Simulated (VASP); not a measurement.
# PbS in VASP: notebook

The runs below take PbS through single point, with PBEsol.

Everything below comes from runs of VASP 6.6.1. Logs are shortened: lines on timing, memory, paths and dates and some standing lists are left out, and cuts for length are marked.

## Step 1: The cell of the first run

Symmetry: R3m, No. 160, trigonal system. Conventional cell: a = 4.225 Å, b = 4.225 Å, c = 10.356 Å, α = 90.00°, β = 90.00°, γ = 120.00°. Pb (site symmetry 3m) has 6 S at 2.96 to 3.02 Å within 3.9 Å. Within 3.9 Å of S (site symmetry 3m) lie 6 Pb at 2.96 to 3.02 Å.

## Step 2: Single point, PBEsol

Contents of INCAR:

```
SYSTEM = PbS
PREC = Accurate ; ENCUT = 500
EDIFF = 1E-6 ; ISMEAR = 0
SIGMA = 0.01 ; LREAL = .False.
LASPH = .True. ; NELM = 120
ALGO = Normal ; ISIF = 2
LWAVE = .False. ; LCHARG = .False.
GGA = PS ; NBANDS = 17
GGA_COMPAT = .False.
```

Contents of KPOINTS:

```
Automatic mesh
0
Gamma
  5 5 5
  0 0 0
```

Contents of POSCAR:

```
PbS
1.0
    2.1126620000      1.2197460000      3.4519160000
   -2.1126620000      1.2197460000      3.4519160000
    0.0000000000     -2.4394920000      3.4519160000
Pb S
1 1
Direct
    0.9805660000      0.9805660000      0.9805660000
    0.4750360000      0.4750360000      0.4750360000
```

Potentials or basis: VASP PAW PBE potentials, release 64 (Pb_d, S).

On the command line:

```
> cat potpaw_PBE.64/Pb_d/POTCAR potpaw_PBE.64/S/POTCAR > POTCAR
> mpirun -np 1 vasp_std > vasp.out
```

OUTCAR:

```text
SYSTEM = PbS
   PREC = Accurate
   ENCUT = 500
   EDIFF = 1E-6
   ISMEAR = 0
   LREAL = .False.
   LASPH = .True.
   NELM = 120
   ISIF = 2
   GGA = PS

 ion  position               nearest neighbor table
   1  0.981  0.981  0.981-   2 2.96   2 2.96   2 2.96   2 3.02   2 3.02   2 3.02
   2  0.475  0.475  0.475-   1 2.96   1 2.96   1 2.96   1 3.02   1 3.02   1 3.02

  LATTYP: Found a trigonal (rhomboedric) cell.
 ALAT       =     4.2269191028
 COS(alpha) =     0.5003772834

  Lattice vectors:

 A1 = (   2.1126620000,   1.2197460000,   3.4519160000)
 A2 = (  -2.1126620000,   1.2197460000,   3.4519160000)
 A3 = (   0.0000000000,  -2.4394920000,   3.4519160000)

Analysis of symmetry for initial positions (statically):
=====================================================================
 Subroutine PRICEL returns:
 Original cell was already a primitive cell.

 Routine SETGRP: Setting up the symmetry group for a
 trigonal (rhombohedral) supercell.

 Subroutine GETGRP returns: Found  6 space group operations
 (whereof  6 operations were pure point group operations)
 out of a pool of 12 trial point group operations.

The static configuration has the point symmetry C_3v.

Analysis of symmetry for dynamics (positions and initial velocities):
=====================================================================
 Subroutine PRICEL returns:
 Original cell was already a primitive cell.

 Routine SETGRP: Setting up the symmetry group for a
 trigonal (rhombohedral) supercell.

 Subroutine GETGRP returns: Found  6 space group operations
 (whereof  6 operations were pure point group operations)
 out of a pool of 12 trial point group operations.

The dynamic configuration has the point symmetry C_3v.

 Subroutine INISYM returns: Found  6 space group operations
 (whereof  6 operations are pure point group operations),
 and found     1 'primitive' translations

----------------------------------------------------------------------------------------

                                     Primitive cell

  volume of cell :      53.3717

  direct lattice vectors                    reciprocal lattice vectors
[... 73 lines left out ...]
   ISTART =      0    job   : 0-new  1-cont  2-samecut
   ICHARG =      2    charge: 1-file 2-atom 10-const
   ISPIN  =      1    spin polarized calculation?
   LNONCOLLINEAR =      F non collinear calculations
   LSORBIT =      F    spin-orbit coupling
   LASPH  =      T    aspherical Exc in radial PAW
   ENCUT  =  500.0 eV  36.75 Ry    6.06 a.u.   7.71  7.71  7.71*2*pi/ulx,y,z
   NELM   =    120;   NELMIN=  2; NELMDL= -5     # of ELM steps
   EDIFF  = 0.1E-05   stopping-criterion for ELM
   LREAL  =      F    real-space projection
   EDIFFG = 0.1E-04   stopping-criterion for IOM
   NSW    =      0    number of steps for IOM
   IBRION =     -1    ionic relax: 0-MD 1-quasi-New 2-CG
   NFREE  =      0    steps in history (QN), initial steepest desc. (CG)
   ISIF   =      2    stress and relaxation
   ISYM   =      2    0-nonsym 1-usesym 2-fastsym
   POTIM  = 0.5000    time-step for ionic-motion
   TEBEG  =    0.0;   TEEND  =   0.0 temperature during run
   PSTRESS=    0.0 pullay stress
   NELECT =      20.0000    total number of electrons
   NUPDOWN=      -1.0000    fix difference up-down
   EMIN   =  10.00;   EMAX   =-10.00  energy-range for DOS
   EFERMI =   0.00;   METHOD = LEGACY
   ISMEAR =     0;   SIGMA  =   0.01  broadening in eV -4-tet -1-fermi 0-gaus
   EFERMI_NEDOS =   21; number of points for ismear=-14 and -15
   IALGO  =     38    algorithm
   IMIX   =      4    mixing-type and parameters
     AMIX     =   0.40;   BMIX     =  1.00
     AMIX_MAG =   1.60;   BMIX_MAG =  1.00
  volume/ion in A,a.u.               =      26.69       180.08
  Fermi-wavevector in a.u.,A,eV,Ry     =   1.180270  2.230386 18.953408  1.393036
  Thomas-Fermi vector in A             =   2.316565
   LORBIT       =      0    0 simple, 1 ext, 2 COOP (PROOUT), +10 PAW based schemes
   GGA     = PS    functional components
   LHFCALC =     F    Hartree Fock is set to
   AEXX    =    0.0000 exact exchange contribution
   IVDW    =     0    specifies the selected vdW correction
   LEPSILON=     F    determine dielectric tensor
   LRPA    =     F    only Hartree local field effects (RPA)
 non-spin polarized calculation
 Gauss-broadening in eV      SIGMA  =   0.01
  energy-cutoff  :      500.00
  volume of cell :       53.37
 maximum number of plane-waves:      1369
   NGX = 15   NGY = 15   NGZ = 15

 number of electron      20.0000002 magnetization

 Free energy of the ion-electron system (eV)
  ---------------------------------------------------
  ext. energy  EPLUGINS =         0.00000000
  ---------------------------------------------------
  free energy    TOTEN  =        -9.45747321 eV

  energy without entropy =       -9.45747321  energy(sigma->0) =       -9.45747321

 E-fermi :   5.0199     XC(G=0):  -9.7844

 val. band max:        4.9668371020   @ k =   0.4000   0.0000   0.0000
 cond. band min:       6.2361944615   @ k =   0.4000   0.0000   0.0000
 fundamental gap:      1.2693573595
 Fermi energy:         5.0199451106

 k-point     1 :       0.0000    0.0000    0.0000
  band No.  band energies     occupation
      1     -11.3195      2.00000
      2     -11.3191      2.00000
      3     -11.3191      2.00000
      4     -11.3060      2.00000
      5     -11.3060      2.00000
      6      -8.0198      2.00000
[... 357 lines left out ...]
      4     -11.2882      2.00000
      5     -11.2761      2.00000
      6      -6.6463      2.00000
[... 9 lines left out ...]
     16      14.8064      0.00000
     17      17.0152      0.00000

------------------------ aborting loop because EDIFF is reached ----------------------------------------

  FORCE on cell =-STRESS in cart. coord.  units (eV):
  Direction    XX          YY          ZZ          XY          YZ          ZX
  --------------------------------------------------------------------------------------
  -------------------------------------------------------------------------------------
  Total       -0.7574102     -0.7574103     -0.7525482      0.0000000     -0.0000000      0.0000000
  in kB      -22.7368790    -22.7368800    -22.5909245      0.0000000     -0.0000000      0.0000000
  external PRESSURE =     -22.6882279 kB  Pullay stress =       0.0000000 kB

 VOLUME and BASIS-vectors are now :
 -----------------------------------------------------------------------------
  energy-cutoff  :      500.00
  volume of cell :       53.37
      direct lattice vectors                 reciprocal lattice vectors
     2.112662000  1.219746000  3.451916000     0.236668241  0.136640470  0.096564729
    -2.112662000  1.219746000  3.451916000    -0.236668241  0.136640470  0.096564729
     0.000000000 -2.439492000  3.451916000     0.000000000 -0.273280940  0.096564729

 POSITION                                       TOTAL-FORCE (eV/Angst)
 -----------------------------------------------------------------------------------
      0.00000      0.00000     10.15449         0.000000      0.000000     -0.004514
      0.00000      0.00000      4.91935         0.000000     -0.000000      0.004514
 -----------------------------------------------------------------------------------
    total drift:                               -0.000000     -0.000000     -0.000412

  FREE ENERGIE OF THE ION-ELECTRON SYSTEM (eV)
  ---------------------------------------------------
  free  energy   TOTEN  =        -9.4574732112 eV

  energy  without entropy=       -9.4574732112  energy(sigma->0) =       -9.45747321
```

OSZICAR:

```text
N       E                     dE             d eps       ncg     rms          rms(c)
DAV:   1     0.149525703263E+03    0.14953E+03   -0.90805E+03   654   0.119E+03
DAV:   2     0.868109415518E+00   -0.14866E+03   -0.14292E+03   745   0.306E+02
DAV:   3    -0.963666958711E+01   -0.10505E+02   -0.10452E+02   836   0.849E+01
DAV:   4    -0.986489044435E+01   -0.22822E+00   -0.22807E+00   834   0.144E+01
DAV:   5    -0.987395155056E+01   -0.90611E-02   -0.90604E-02   923   0.270E+00    0.426E+00
DAV:   6    -0.946077391639E+01    0.41318E+00   -0.12165E+00  1009   0.761E+00    0.290E+00
DAV:   7    -0.945807488518E+01    0.26990E-02   -0.10900E-01   754   0.168E+00    0.163E+00
DAV:   8    -0.945777555530E+01    0.29933E-03   -0.12408E-02   727   0.106E+00    0.226E-01
DAV:   9    -0.945738989237E+01    0.38566E-03   -0.25690E-03  1010   0.371E-01    0.751E-02
DAV:  10    -0.945747282895E+01   -0.82937E-04   -0.20555E-04   772   0.913E-02    0.360E-02
DAV:  11    -0.945747328179E+01   -0.45284E-06   -0.11314E-05   924   0.317E-02    0.705E-03
DAV:  12    -0.945747321124E+01    0.70547E-07   -0.76681E-07   591   0.103E-02
   1 F= -.94574732E+01 E0= -.94574732E+01  d E =-.152603E-15
```

stdout:

```text
POSCAR found type information on POSCAR PbS
 POSCAR found :  2 types and       2 ions
 scaLAPACK will be used
 -----------------------------------------------------------------------------
|                                                                             |
|                                                                             |
|     You enforced a specific xc type in the INCAR file but a different       |
|     I HOPE YOU KNOW WHAT YOU ARE DOING!                                     |
|                                                                             |
 -----------------------------------------------------------------------------

 LDA part: xc-table for (Slater+PW92), standard interpolation
 POSCAR, INCAR and KPOINTS ok, starting setup
 FFT: planning ... GRIDC
 FFT: planning ... GRID_SOFT
 FFT: planning ... GRID
 WAVECAR not read
 entering main loop
```

Wall time 7.7 s (1 thread of Intel Xeon 6975P-C (Granite Rapids), shared host); peak memory 0.17 GiB.

Results:

```yaml
Free_energy: -9.4575 eV
Pressure: -2.3 GPa
Largest_force: 0.005 eV/Å
```

Forces in eV/Å, atoms in the order of the input:
```
Pb   0.000  0.000 -0.005
S    0.000  0.000  0.005
```

Caveat: this odd mesh misses L, so gap, dielectric constants and Born charges aren't listed; the PAW data sets were made with another functional, which shifts forces and pressure a little; spin-orbit coupling is left out, which moves the levels of the heavy elements.

## Step 3: Single point, PBEsol

Contents of INCAR:

```
PREC     = Accurate       # precision mode
ENCUT    = 500            # plane-wave cutoff, eV
EDIFF    = 1E-6           # SCF threshold, eV
ISMEAR   = 0              # smearing method
SIGMA    = 0.01           # smearing width, eV
LREAL    = False          # projectors in reciprocal space
LASPH    = True           # aspherical terms in the spheres
NELM     = 120            # most SCF steps
ALGO     = Normal         # electronic algorithm
ISIF     = 2              # what is computed and relaxed
LWAVE    = False          # write WAVECAR
LCHARG   = False          # write CHGCAR
GGA      = PS             # functional
NBANDS   = 17             # bands
GGA_COMPAT= False
```

Contents of KPOINTS:

```
regular mesh
0
Gamma
  5 5 5
```

POSCAR: that of step 2 with these lines changed.

```diff
@@ -8,3 +8,3 @@
 Direct
-    0.9805660000      0.9805660000      0.9805660000
+    0.9846652141      0.9846652141      0.9723675718
     0.4750360000      0.4750360000      0.4750360000
```

Potentials or basis: VASP PAW PBE potentials, release 64 (Pb_d, S).

On the command line:

```
> cat potpaw_PBE.64/Pb_d/POTCAR potpaw_PBE.64/S/POTCAR > POTCAR
> mpirun -np 1 vasp_std > vasp.out
```

Wall time 19 s (1 thread of Intel Xeon 6975P-C (Granite Rapids), shared host); peak memory 0.18 GiB.

Results (log left out):

| Item | Value |
| --- | --- |
| Free energy | -9.4574 eV |
| Pressure | -2.3 GPa |
| Largest force | 0.006 eV/Å |
| Band gap on the k mesh | 1.27 eV |

Forces in eV/Å, atoms in the order of the input:
```
Pb   0.000 -0.003 -0.005
S    0.000  0.003  0.005
```

Stress tensor (GPa, compression positive):
```
-2.29  0.00  0.00
 0.00 -2.23  0.05
 0.00  0.05 -2.25
```

Levels at points of the mesh, in eV from the valence-band top:
```csv
k point,band 7,band 8,band 9,band 10,band 11,band 12,band 13,band 14
"(0.00, 0.00, 0.00)",-5.68,-1.65,-1.64,-1.64,5.48,5.49,5.52,7.12
```

Caveat: the PAW data sets were made with another functional, which shifts forces and pressure a little; spin-orbit coupling is left out, which moves the levels of the heavy elements; an odd mesh through Γ misses points on the zone boundary, where band edges can lie.
